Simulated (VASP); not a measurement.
Wanted: the native input for a VASP 6.6.1 run.

```
Task                   : relaxation of cell and atoms
Functional             : PBE
Potentials or basis    : VASP PAW PBE potentials, release 64 (Ti_sv, Sn_d, Te)
Cutoff                 : 600 eV
k mesh                 : 4 × 4 × 4
Occupations            : gaussian, width 0.1 eV
Spin                   : no spin polarisation
Dipole correction      : no
Further INCAR settings : ALGO = Normal; EDIFF = 1e-06; IBRION = 2; EDIFFG = -0.04; NSW = 90; ISIF = 3
```

The structure of TiSnTe3 lies in POSCAR:

```
TiSnTe3
1.0
    5.2443586700      0.0000000000      0.0000000000
    0.0000000000      5.2443586700      0.0000000000
    0.0000000000      0.0000000000      5.2443586700
Ti Sn Te
1 1 3
Direct
    0.0000000000      0.0000000000      0.0000000000
    0.5000000000      0.5000000000      0.5000000000
    0.0000000000      0.5000000000      0.5000000000
    0.5000000000      0.5000000000      0.0000000000
    0.5000000000      0.0000000000      0.5000000000
```

The input as run:

INCAR

```
SYSTEM = TiSnTe3
ALGO = Normal
EDIFF = 1E-6
EDIFFG = -0.04
ENCUT = 600
GGA = PE
IBRION = 2
ISIF = 3
ISMEAR = 0
LASPH = .True.
LCHARG = .False.
LREAL = .False.
LWAVE = .False.
NELM = 100
NSW = 90
PREC = Accurate
SIGMA = 0.1
```

KPOINTS

```
k-points
0
Gamma
  4 4 4
  0 0 0
```

Potentials or basis: VASP PAW PBE potentials, release 64 (Ti_sv, Sn_d, Te).

Launch:

```console
$ cat potpaw_PBE.64/Ti_sv/POTCAR potpaw_PBE.64/Sn_d/POTCAR potpaw_PBE.64/Te/POTCAR > POTCAR
$ mpirun -np 1 vasp_std > vasp.out
```

It gave:

```yaml
Relaxed_volume: 35.36 Å³/atom
Relaxed_cell: a = 5.613 Å, b = 5.613 Å, c = 5.613 Å, α = 90.00°, β = 90.00°, γ = 90.00°
Space_group_after_relaxing_to_0.05_Å: Pm-3m (No. 221)
Energy_gained_by_relaxing: 201.8 meV/atom
Ionic_steps: 4
Pressure_after_relaxing: -0.1 GPa
```

Caveat: the volume moved by over 15 % at a fixed basis, so the end points are rough.

Wall time 5.8 min on 1 thread of Intel(R) Xeon(R) Platinum 8259CL CPU @ 2.50GHz (Skylake/Cascade Lake), with other jobs on the host, peak memory 0.3 GiB.
